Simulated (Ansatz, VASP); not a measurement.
FeO in VASP and in Ansatz

```xyz
2
Lattice="0.0000 2.1685 2.1685 2.1685 0.0000 2.1685 2.1685 2.1685 0.0000" Properties=species:S:1:pos:R:3 pbc="T T T"
Fe    0.0000    0.0000    0.0000
O     2.1685    2.1685    2.1685
```

Alike in both runs: task single point; functional PBE; k mesh 14 × 14 × 14; occupations gaussian, width 0.05 eV; collinear spin.

```csv
,VASP,Ansatz
version,VASP 6.6.1,Ansatz 0.2.0
potentials or method,"VASP PAW PBE potentials, release 64 (Fe, O), cutoff 520 eV","scalar-relativistic, plane waves, PAW"
valence electrons in the cell,14,22
```

|  | VASP | Ansatz | Ansatz less VASP |
| --- | --- | --- | --- |
| gap on the k mesh at the Fermi level (eV) | none | none | - |
| pressure (GPa) | -3.5 | -3.5 | 0.00 |
| net moment per atom (μB) | 2.00 | 2.00 | +0.001 |
| size of the moment on the site where the two differ most (μB) | 3.62 | 3.46 | -0.164 |

Site moments also hang on the region over which each program counts them. A gap of «none» marks a metal or a gap that the smearing closes. VASP's potentials hold 14 valence electrons a cell and Ansatz's 22, so a difference there can come from the potentials and not from the codes.
